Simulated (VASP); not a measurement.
Wanted: the native input for a VASP 6.6.1 run.

| Property | Result |
| --- | --- |
| Task | density of states |
| Functional | PBE |
| Potentials or basis | VASP PAW PBE potentials, release 64 (Cd, Se) |
| Cutoff | 520 eV |
| k mesh | 10 × 10 × 10 |
| Occupations | gaussian, width 0.02 eV |
| Spin | no spin polarisation |
| Dipole correction | no |
| k mesh for the DOS | 15 × 15 × 15 |
| Occupations for the DOS | tetrahedron |
| Further INCAR settings | ALGO = Normal; EDIFF = 1e-07; NBANDS = 16 |

The system is CdSe.

```
CELL_PARAMETERS angstrom
0.00000 3.09841 3.09841
3.09841 0.00000 3.09841
3.09841 3.09841 0.00000
ATOMIC_POSITIONS crystal
Cd 0.00000 0.00000 0.00000
Se 0.25000 0.25000 0.25000
```

The input as run:

POSCAR

```
CdSe
1.0
    0.0000000000      3.0984146279      3.0984146279
    3.0984146279      0.0000000000      3.0984146279
    3.0984146279      3.0984146279      0.0000000000
Cd Se
1 1
Direct
    0.0000000000      0.0000000000      0.0000000000
    0.2500000000      0.2500000000      0.2500000000
```

INCAR.step1

```
PREC = Accurate
ENCUT = 520
EDIFF = 1E-7
ISMEAR = 0
SIGMA = 0.02
LREAL = False
LASPH = True
NELM = 60
ALGO = Normal
ISIF = 2
LWAVE = False
LCHARG = True
GGA = PE
NBANDS = 16
```

KPOINTS.step1

```
Automatic mesh
0
Gamma
  10 10 10
```

INCAR.step2

```
PREC = Accurate
ENCUT = 520
EDIFF = 1E-7
ISMEAR = -5
SIGMA = 0.02
LREAL = False
LASPH = True
NELM = 60
ALGO = Normal
ISIF = 2
LWAVE = False
LCHARG = False
GGA = PE
LORBIT = 11
NBANDS = 16
NEDOS = 1001
ICHARG = 11
```

KPOINTS.step2

```
Automatic mesh
0
Gamma
  15 15 15
```

Potentials or basis: VASP PAW PBE potentials, release 64 (Cd, Se).

The run is started by

```bash
$ cat potpaw_PBE.64/Cd/POTCAR potpaw_PBE.64/Se/POTCAR > POTCAR
$ cp INCAR.step1 INCAR
$ cp KPOINTS.step1 KPOINTS
$ mpirun -np 1 vasp_std > vasp.out
$ cp INCAR.step2 INCAR
$ cp KPOINTS.step2 KPOINTS
$ mpirun -np 1 vasp_std > vasp.out
```

It gave:

| Item | Value |
| --- | --- |
| Valence electrons inside the program's atomic spheres | Cd 10.28; Se 3.83 |

It took 3.6 min on 1 thread of AMD EPYC 7R13, with other jobs on the host, peak memory 0.25 GiB.
